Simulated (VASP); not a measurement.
# NaH (P1) in VASP: single point with PBEsol

Aim: the single point of NaH with PBEsol.

All numbers are computed with VASP 6.6.1; they aren't measurements. Logs are shortened: lines on timing, memory, paths and dates and some standing lists are left out, and cuts for length are marked.

**1. The cell of the first run**

The typed cell holds 2 atoms: a = 3.525 Å, b = 3.535 Å, c = 3.508 Å, α = 60.23°, β = 60.13°, γ = 59.90°.

**2. Single point, PBEsol (atoms moved at random and the cell strained at random)**

File INCAR:

```
PREC     = Accurate       # precision mode
ENCUT    = 520            # plane-wave cutoff, eV
EDIFF    = 1E-6           # SCF threshold, eV
ISMEAR   = 0              # smearing method
SIGMA    = 0.02           # smearing width, eV
LREAL    = False          # projectors in reciprocal space
LASPH    = True           # aspherical terms in the spheres
NELM     = 80             # most SCF steps
ALGO     = Normal         # electronic algorithm
ISIF     = 2              # what is computed and relaxed
LWAVE    = False          # write WAVECAR
LCHARG   = False          # write CHGCAR
GGA      = PS             # functional
NBANDS   = 11             # bands
```

File KPOINTS:

```
Automatic mesh
0
Gamma
  8 8 8
```

File POSCAR:

```
NaH
1.0
   -0.0019764000      2.4836272000      2.5016344000
    2.4899468000     -0.0089060000      2.5085640000
    2.4800160000      2.4806260000      0.0010248000
Na H
1 1
Direct
   -0.0475676230      0.0229774590      0.0308176230
    0.5475676230      0.4770225410      0.4691823770
```

Potentials or basis: VASP PAW PBE potentials, release 64 (Na_pv, H).

The run is started by

```
cat potpaw_PBE.64/Na_pv/POTCAR potpaw_PBE.64/H/POTCAR > POTCAR
mpirun -np 1 vasp_std > vasp.out
```

OUTCAR:

```text
PREC = Accurate
   ENCUT = 520
   EDIFF = 1E-6
   ISMEAR = 0
   LREAL = False
   LASPH = True
   NELM = 80
   ISIF = 2
   GGA = PS

 ion  position               nearest neighbor table
   1  0.952  0.023  0.031-
   2  0.548  0.477  0.469-

  Warning from LATTYP: Got some problem with cell dimensions!
  Tried to take original basis but could not verify dimensions!
  LATTYP: Found a triclinic cell.
 ALAT       =     3.5251358337
 B/A-ratio  =     0.9950549252
 C/A-ratio  =     0.9998337442
 COS(alpha) =     0.0002447735
 COS(beta)  =     0.4972517753
 COS(gamma) =     0.4980627983

  Lattice vectors:

 A1 = (  -0.0019764000,   2.4836272000,   2.5016344000)
 A2 = (   2.4800160000,   2.4806260000,   0.0010248000)
 A3 = (  -2.4919232000,   2.4925332000,  -0.0069296000)

Analysis of symmetry for initial positions (statically):
=====================================================================
 Subroutine PRICEL returns:
 Original cell was already a primitive cell.

 Routine SETGRP: Setting up the symmetry group for a
 triclinic supercell.

 Subroutine GETGRP returns: Found  1 space group operations
 (whereof  1 operations were pure point group operations)
 out of a pool of  2 trial point group operations.

The static configuration has the point symmetry C_1 .

Analysis of symmetry for dynamics (positions and initial velocities):
=====================================================================
 Subroutine PRICEL returns:
 Original cell was already a primitive cell.

 Routine SETGRP: Setting up the symmetry group for a
 triclinic supercell.

 Subroutine GETGRP returns: Found  1 space group operations
 (whereof  1 operations were pure point group operations)
 out of a pool of  2 trial point group operations.

The dynamic configuration has the point symmetry C_1 .

 Subroutine INISYM returns: Found  1 space group operations
 (whereof  1 operations are pure point group operations),
 and found     1 'primitive' translations

----------------------------------------------------------------------------------------

                                     Primitive cell

  volume of cell :      30.9642

  direct lattice vectors                    reciprocal lattice vectors
    -0.001976400  2.483627200  2.501634400    -0.200968064  0.200835942  0.200189603
     2.489946800 -0.008906000  2.508564000     0.200330421 -0.200363403  0.199079422
[... 92 lines left out ...]
   ISYM   =      2    0-nonsym 1-usesym 2-fastsym
   POTIM  = 0.5000    time-step for ionic-motion
   TEBEG  =    0.0;   TEEND  =   0.0 temperature during run
   PSTRESS=    0.0 pullay stress
   NELECT =       8.0000    total number of electrons
   NUPDOWN=      -1.0000    fix difference up-down
   EMIN   =  10.00;   EMAX   =-10.00  energy-range for DOS
   EFERMI =   0.00;   METHOD = LEGACY
   ISMEAR =     0;   SIGMA  =   0.02  broadening in eV -4-tet -1-fermi 0-gaus
   EFERMI_NEDOS =   21; number of points for ismear=-14 and -15
   IALGO  =     38    algorithm
   IMIX   =      4    mixing-type and parameters
     AMIX     =   0.40;   BMIX     =  1.00
     AMIX_MAG =   1.60;   BMIX_MAG =  1.00
  volume/ion in A,a.u.               =      15.48       104.48
  Fermi-wavevector in a.u.,A,eV,Ry     =   1.042681  1.970381 14.792033  1.087184
  Thomas-Fermi vector in A             =   2.177357
   LORBIT       =      0    0 simple, 1 ext, 2 COOP (PROOUT), +10 PAW based schemes
   GGA     = PS    functional components
   LHFCALC =     F    Hartree Fock is set to
   AEXX    =    0.0000 exact exchange contribution
   IVDW    =     0    specifies the selected vdW correction
   LEPSILON=     F    determine dielectric tensor
   LRPA    =     F    only Hartree local field effects (RPA)
 non-spin polarized calculation
 Gauss-broadening in eV      SIGMA  =   0.02
  energy-cutoff  :      520.00
  volume of cell :       30.96
 maximum number of plane-waves:       869
 NGX is ok and might be reduce to    28
   NGX = 13   NGY = 13   NGZ = 13

 number of electron       7.9999999 magnetization

 Free energy of the ion-electron system (eV)
  ---------------------------------------------------
  ext. energy  EPLUGINS =         0.00000000
  ---------------------------------------------------
  free energy    TOTEN  =        -5.02952691 eV

  energy without entropy =       -5.02952691  energy(sigma->0) =       -5.02952691

 E-fermi :  -1.1868     XC(G=0):  -7.5621

 val. band max:       -1.3748537868   @ k =   0.5000  -0.2500   0.2500
 cond. band min:       2.0192977655   @ k =   0.5000   0.0000   0.0000
 fundamental gap:      3.3941515523
 Fermi energy:        -1.1867965683

 k-point     1 :       0.0000    0.0000    0.0000
  band No.  band energies     occupation
      1     -23.5172      2.00000
      2     -23.5112      2.00000
      3     -23.5051      2.00000
      4      -4.8262      2.00000
      5       8.0961      0.00000
      6      13.1127      0.00000
      7      13.1530      0.00000
      8      13.3852      0.00000
      9      14.1687      0.00000
     10      14.3468      0.00000
     11      14.6401      0.00000
[... 309 lines left out ...]
 k-point    24 :       0.2500    0.3750   -0.0000
  band No.  band energies     occupation
      1     -23.5584      2.00000
      2     -23.5329      2.00000
      3     -23.5224      2.00000
      4      -2.8357      2.00000
      5       4.3648      0.00000
      6       7.3398      0.00000
      7       9.5169      0.00000
      8      10.4468      0.00000
      9      12.5163      0.00000
     10      17.3798      0.00000
     11      18.9668      0.00000

 [... further k-points ...]

------------------------ aborting loop because EDIFF is reached ----------------------------------------

  FORCE on cell =-STRESS in cart. coord.  units (eV):
  Direction    XX          YY          ZZ          XY          YZ          ZX
  --------------------------------------------------------------------------------------
  -------------------------------------------------------------------------------------
  Total       -0.1268812     -0.4287549     -0.4222918      0.0359386      0.0042447      0.0133335
  in kB       -6.5651988    -22.1850073    -21.8505873      1.8595674      0.2196352      0.6899129
  external PRESSURE =     -16.8669312 kB  Pullay stress =       0.0000000 kB

 VOLUME and BASIS-vectors are now :
 -----------------------------------------------------------------------------
  energy-cutoff  :      520.00
  volume of cell :       30.96
      direct lattice vectors                 reciprocal lattice vectors
    -0.001976400  2.483627200  2.501634400    -0.200968064  0.200835942  0.200189603
     2.489946800 -0.008906000  2.508564000     0.200330421 -0.200363403  0.199079422
     2.480016000  2.480626000  0.001024800     0.201930437  0.201325776 -0.199717065

 POSITION                                       TOTAL-FORCE (eV/Angst)
 -----------------------------------------------------------------------------------
      0.13176      2.44173      2.44031        -0.206071      0.039840      0.053450
      2.35026      2.51957      2.56694         0.206071     -0.039840     -0.053450
 -----------------------------------------------------------------------------------
    total drift:                                0.000110      0.000019      0.000049

  FREE ENERGIE OF THE ION-ELECTRON SYSTEM (eV)
  ---------------------------------------------------
  free  energy   TOTEN  =        -5.0295269147 eV

  energy  without entropy=       -5.0295269147  energy(sigma->0) =       -5.02952691
```

stdout:

```text
POSCAR found type information on POSCAR NaH
 POSCAR found :  2 types and       2 ions
 scaLAPACK will be used
 -----------------------------------------------------------------------------
|                                                                             |
|                                                                             |
|     You enforced a specific xc type in the INCAR file but a different       |
|     I HOPE YOU KNOW WHAT YOU ARE DOING!                                     |
|                                                                             |
 -----------------------------------------------------------------------------

 LDA part: xc-table for (Slater+PW92), standard interpolation
 POSCAR, INCAR and KPOINTS ok, starting setup
 FFT: planning ... GRIDC
 FFT: planning ... GRID_SOFT
 FFT: planning ... GRID
 WAVECAR not read
 entering main loop
```

Wall time 36 s (1 thread of Intel Xeon Platinum 8559C (Emerald Rapids), shared host); peak memory 0.21 GiB.

What came out:

| Quantity | Value |
| --- | --- |
| Free energy | -5.0295 eV |
| Pressure | -1.7 GPa |
| Largest force | 0.217 eV/Å |
| Band gap on the k mesh | 3.39 eV, indirect (least direct gap 4.24 eV) |

Forces in eV/Å, atoms in the order of the input:
```
Na  -0.206  0.040  0.053
H    0.206 -0.040 -0.053
```

Levels at points of the mesh, in eV from the valence-band top:
| k point | band 2 | band 3 | band 4 | band 5 | band 6 | band 7 |
| --- | --- | --- | --- | --- | --- | --- |
| (0.00, 0.00, 0.00) | -22.14 | -22.13 | -3.45 | 9.47 | 14.49 | 14.53 |
| (0.50, 0.00, 0.00) | -22.15 | -22.14 | -0.84 | 3.39 | 10.05 | 12.59 |
| (0.00, 0.50, 0.00) | -22.15 | -22.14 | -0.87 | 3.40 | 9.96 | 12.77 |
| (0.50, 0.50, 0.00) | -22.16 | -22.16 | -0.18 | 4.22 | 9.31 | 9.65 |
| (0.00, 0.00, 0.50) | -22.15 | -22.14 | -0.84 | 3.44 | 9.94 | 12.66 |
| (0.50, 0.00, 0.50) | -22.17 | -22.16 | -0.14 | 4.29 | 9.20 | 9.64 |
| (0.00, 0.50, 0.50) | -22.16 | -22.16 | -0.16 | 4.35 | 9.37 | 9.84 |
| (0.50, 0.50, 0.50) | -22.15 | -22.14 | -0.84 | 3.46 | 9.88 | 12.68 |

Caveat: the cell differs from its parent crystal (atoms moved at random and the cell strained at random); the PAW data sets were made with another functional, which shifts forces and pressure a little. A k mesh can miss the band edges.
